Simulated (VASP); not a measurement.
Wanted: the native input for a VASP 6.6.1 run.

- Task: single point
- Functional: r2SCAN
- Potentials or basis: VASP PAW PBE potentials, release 64 (Zn, N, Sn_d)
- Cutoff: 520 eV
- k mesh: 8 × 8 × 6
- Occupations: fermi-dirac, width 0.02 eV
- Spin: no spin polarisation
- Dipole correction: no
- Further INCAR settings: ALGO = Normal; EDIFF = 1e-06; NBANDS = 26

Crystal: ZnSnN2.

```xyz
4
Lattice="3.3820 0.0000 0.0000 0.0000 3.3820 0.0000 0.0000 0.0000 4.6996" Properties=species:S:1:pos:R:3 pbc="T T T"
Zn    0.0000    0.0000    0.0000
N     0.0000    1.6910    1.1507
N     1.6910    0.0000    3.5490
Sn    1.6910    1.6910    2.3498
```

These files were run (other wordings do the same):

POSCAR

```
ZnSnN2
1.0
    3.3820201404      0.0000000000      0.0000000000
    0.0000000000      3.3820201404      0.0000000000
    0.0000000000      0.0000000000      4.6996405255
Zn N Sn
1 2 1
Direct
    0.0000000000      0.0000000000      0.0000000000
    0.0000000000      0.5000000000      0.2448435878
    0.5000000000      0.0000000000      0.7551564122
    0.5000000000      0.5000000000      0.5000000000
```

INCAR.step1

```
PREC = Accurate ; ENCUT = 520
ISMEAR = -1 ; SIGMA = 0.02
LREAL = F ; LASPH = T
NELM = 80 ; NBANDS = 26
GGA = PE ; ALGO = Normal
EDIFF = 1E-4 ; LWAVE = T
LCHARG = F
```

INCAR.step2

```
PREC = Accurate ; ENCUT = 520
EDIFF = 1E-6 ; ISMEAR = -1
SIGMA = 0.02 ; LREAL = F
LASPH = T ; NELM = 80
ALGO = Normal ; ISIF = 2
LWAVE = F ; LCHARG = T
METAGGA = R2SCAN ; LMIXTAU = T
LELF = T ; LVHAR = T
NBANDS = 26 ; ISTART = 1
```

KPOINTS

```
regular mesh
0
Gamma
  8 8 6
```

Potentials or basis: VASP PAW PBE potentials, release 64 (Zn, N, Sn_d).

Run with:

```console
$ cat potpaw_PBE.64/Zn/POTCAR potpaw_PBE.64/N/POTCAR potpaw_PBE.64/Sn_d/POTCAR > POTCAR
$ cp INCAR.step1 INCAR
$ mpirun -np 1 vasp_std > vasp.out
$ cp INCAR.step2 INCAR
$ mpirun -np 1 vasp_std > vasp.out
```

Results of the run:

```yaml
Pressure: 0.5 GPa
Largest_force: 0.011 eV/Å
Band_gap_on_the_k_mesh: 0.34 eV, direct
```

Caveat: the PAW data sets were made with another functional, which shifts forces and pressure a little; spin-orbit coupling is left out, which moves the levels of the heavy elements.

Wall time 5.1 min on 1 thread of Intel(R) Xeon(R) Platinum 8375C CPU @ 2.90GHz (Ice Lake), on a shared host, peak memory 0.23 GiB.
